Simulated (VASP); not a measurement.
# C in VASP: single point with PBE

Aim: the single point of C with PBE.

Everything below comes from runs of VASP 6.6.1. Logs are shortened: lines on timing, memory, paths and dates and some standing lists are left out, and cuts for length are marked.

### 1 The cell of the first run

The typed cell holds 1 atom: a = 1.873 Å, b = 1.873 Å, c = 1.614 Å, α = 90.00°, β = 90.00°, γ = 90.01°.

### 2 Single point, PBE

INCAR

```
SYSTEM = C
ALGO = Normal
EDIFF = 1E-6
ENCUT = 520
GGA = PE
ISIF = 2
ISMEAR = 0
LASPH = .TRUE.
LCHARG = .FALSE.
LREAL = .FALSE.
LWAVE = .FALSE.
NBANDS = 8
NELM = 80
PREC = Accurate
SIGMA = 0.1
```

KPOINTS

```
k-points
0
G
  30 30 34
  0 0 0
```

POSCAR

```
C
1.0
    1.3241727160     -1.3244888454      0.0000000000
    1.3241727160      1.3244888454      0.0000000000
    0.0000000000      0.0000000000      1.6135193536
C
1
Direct
    0.0000000000      0.0000000000      0.5000000000
```

Potentials or basis: VASP PAW PBE potentials, release 64 (C).

On the command line:

```bash
cat potpaw_PBE.64/C/POTCAR > POTCAR
mpirun -np 1 vasp_std > vasp.out
```

OUTCAR:

```text
SYSTEM = C
   EDIFF = 1E-6
   ENCUT = 520
   GGA = PE
   ISIF = 2
   ISMEAR = 0
   LASPH = .TRUE.
   LREAL = .FALSE.
   NELM = 80
   PREC = Accurate

 ion  position               nearest neighbor table
   1  0.000  0.000  0.500-

  LATTYP: Found a base centered orthorhombic cell.
 ALAT       =     2.6483454320
 B/A-ratio  =     1.0002387373
 C/A-ratio  =     0.6092556258

  Lattice vectors:

 A1 = (   1.3241727160,  -1.3244888454,   0.0000000000)
 A2 = (   1.3241727160,   1.3244888454,   0.0000000000)
 A3 = (   0.0000000000,   0.0000000000,   1.6135193536)

Analysis of symmetry for initial positions (statically):
=====================================================================
 Subroutine PRICEL returns:
 Original cell was already a primitive cell.

 Routine SETGRP: Setting up the symmetry group for a
 base centered orthorhombic supercell.

 Subroutine GETGRP returns: Found  8 space group operations
 (whereof  8 operations were pure point group operations)
 out of a pool of  8 trial point group operations.

The static configuration has the point symmetry D_2h.

Analysis of symmetry for dynamics (positions and initial velocities):
=====================================================================
 Subroutine PRICEL returns:
 Original cell was already a primitive cell.

 Routine SETGRP: Setting up the symmetry group for a
 base centered orthorhombic supercell.

 Subroutine GETGRP returns: Found  8 space group operations
 (whereof  8 operations were pure point group operations)
 out of a pool of  8 trial point group operations.

The dynamic configuration has the point symmetry D_2h.

 Subroutine INISYM returns: Found  8 space group operations
 (whereof  8 operations are pure point group operations),
 and found     1 'primitive' translations

----------------------------------------------------------------------------------------

                                     Primitive cell

  volume of cell :       5.6597

  direct lattice vectors                    reciprocal lattice vectors
     1.324172716 -1.324488845  0.000000000     0.377594247 -0.377504123  0.000000000
     1.324172716  1.324488845  0.000000000     0.377594247  0.377504123  0.000000000
     0.000000000  0.000000000  1.613519354     0.000000000  0.000000000  0.619763251

  length of vectors
     1.872886564  1.872886564  1.613519354     0.533935182  0.533935182  0.619763251

  position of ions in fractional coordinates (direct lattice)
     0.000000000  0.000000000  0.500000000

  ion indices of the primitive-cell ions
[... 78 lines left out ...]
   IBRION =     -1    ionic relax: 0-MD 1-quasi-New 2-CG
   NFREE  =      0    steps in history (QN), initial steepest desc. (CG)
   ISIF   =      2    stress and relaxation
   ISYM   =      2    0-nonsym 1-usesym 2-fastsym
   POTIM  = 0.5000    time-step for ionic-motion
   TEBEG  =    0.0;   TEEND  =   0.0 temperature during run
   PSTRESS=    0.0 pullay stress
   NELECT =       4.0000    total number of electrons
   NUPDOWN=      -1.0000    fix difference up-down
   EMIN   =  10.00;   EMAX   =-10.00  energy-range for DOS
   EFERMI =   0.00;   METHOD = LEGACY
   ISMEAR =     0;   SIGMA  =   0.10  broadening in eV -4-tet -1-fermi 0-gaus
   EFERMI_NEDOS =   21; number of points for ismear=-14 and -15
   IALGO  =     38    algorithm
   IMIX   =      4    mixing-type and parameters
     AMIX     =   0.40;   BMIX     =  1.00
     AMIX_MAG =   1.60;   BMIX_MAG =  1.00
  volume/ion in A,a.u.               =       5.66        38.19
  Fermi-wavevector in a.u.,A,eV,Ry     =   1.458240  2.755675 28.932313  2.126465
  Thomas-Fermi vector in A             =   2.574948
   LORBIT       =      0    0 simple, 1 ext, 2 COOP (PROOUT), +10 PAW based schemes
   GGA     = PE    functional components
   LHFCALC =     F    Hartree Fock is set to
   AEXX    =    0.0000 exact exchange contribution
   IVDW    =     0    specifies the selected vdW correction
   LEPSILON=     F    determine dielectric tensor
   LRPA    =     F    only Hartree local field effects (RPA)
 non-spin polarized calculation
 Gauss-broadening in eV      SIGMA  =   0.10
  energy-cutoff  :      520.00
  volume of cell :        5.66
 maximum number of plane-waves:       160
 NGX is ok and might be reduce to    14
   NGX =  7   NGY =  7   NGZ =  7

 number of electron       4.0000000 magnetization

 Free energy of the ion-electron system (eV)
  ---------------------------------------------------
  ext. energy  EPLUGINS =         0.00000000
  ---------------------------------------------------
  free energy    TOTEN  =        -6.46163629 eV

  energy without entropy =       -6.46048582  energy(sigma->0) =       -6.46106105

 E-fermi :  10.6922     XC(G=0): -13.7278

 val. band max:       10.6906141884   @ k =   0.5000   0.1000   0.4412
 cond. band min:      10.6955676720   @ k =   0.5000   0.3667   0.3235
 fundamental gap:      0.0049534836
 Fermi energy:        10.6922254577

 k-point     1 :       0.0000    0.0000    0.0000
  band No.  band energies     occupation
      1     -11.3917      2.00000
      2      16.9198      0.00000
      3      16.9222      0.00000
      4      25.9655      0.00000
      5      32.5972      0.00000
      6      33.9433      0.00000
      7      47.8729      0.00000
      8      62.9857      0.00000
[... 243 lines left out ...]
 k-point    24 :       0.2667    0.0333    0.0000
  band No.  band energies     occupation
      1      -8.8687      2.00000
      2       7.1022      2.00000
      3      18.0812      0.00000
      4      27.0315      0.00000
      5      35.7578      0.00000
      6      42.2304      0.00000
      7      49.6491      0.00000
      8      51.0289      0.00000

 [... further k-points ...]

------------------------ aborting loop because EDIFF is reached ----------------------------------------

  FORCE on cell =-STRESS in cart. coord.  units (eV):
  Direction    XX          YY          ZZ          XY          YZ          ZX
  --------------------------------------------------------------------------------------
  -------------------------------------------------------------------------------------
  Total        0.0089573      0.0081468      0.0143042     -0.0000000      0.0000000      0.0000000
  in kB        2.5356485      2.3062284      4.0492685     -0.0000000      0.0000000      0.0000000
  external PRESSURE =       2.9637152 kB  Pullay stress =       0.0000000 kB

 VOLUME and BASIS-vectors are now :
 -----------------------------------------------------------------------------
  energy-cutoff  :      520.00
  volume of cell :        5.66
      direct lattice vectors                 reciprocal lattice vectors
     1.324172716 -1.324488845  0.000000000     0.377594247 -0.377504123  0.000000000
     1.324172716  1.324488845  0.000000000     0.377594247  0.377504123  0.000000000
     0.000000000  0.000000000  1.613519354     0.000000000  0.000000000  0.619763251

 POSITION                                       TOTAL-FORCE (eV/Angst)
 -----------------------------------------------------------------------------------
      0.00000      0.00000      0.80676         0.000000      0.000000      0.000000
 -----------------------------------------------------------------------------------
    total drift:                               -0.000000      0.000000      0.000000

  FREE ENERGIE OF THE ION-ELECTRON SYSTEM (eV)
  ---------------------------------------------------
  free  energy   TOTEN  =        -6.4616362855 eV

  energy  without entropy=       -6.4604858160  energy(sigma->0) =       -6.46106105
```

stdout:

```text
POSCAR found type information on POSCAR C
 POSCAR found :  1 types and       1 ions
 scaLAPACK will be used
 LDA part: xc-table for (Slater+PW92), standard interpolation
 POSCAR, INCAR and KPOINTS ok, starting setup
 FFT: planning ... GRIDC
 FFT: planning ... GRID_SOFT
 FFT: planning ... GRID
 WAVECAR not read
 entering main loop
```

Run time: 3.1 min. Hardware: 1 thread of Intel Xeon Platinum 8375C at 2.90GHz (Ice Lake), shared host; peak memory 0.26 GiB.

What came out:

- Free energy: -6.4616 eV
- Pressure: 0.3 GPa
- Band gap on the k mesh: zero (band 2 reaches 18.05 eV, above the bottom of band 3 at 4.28 eV)
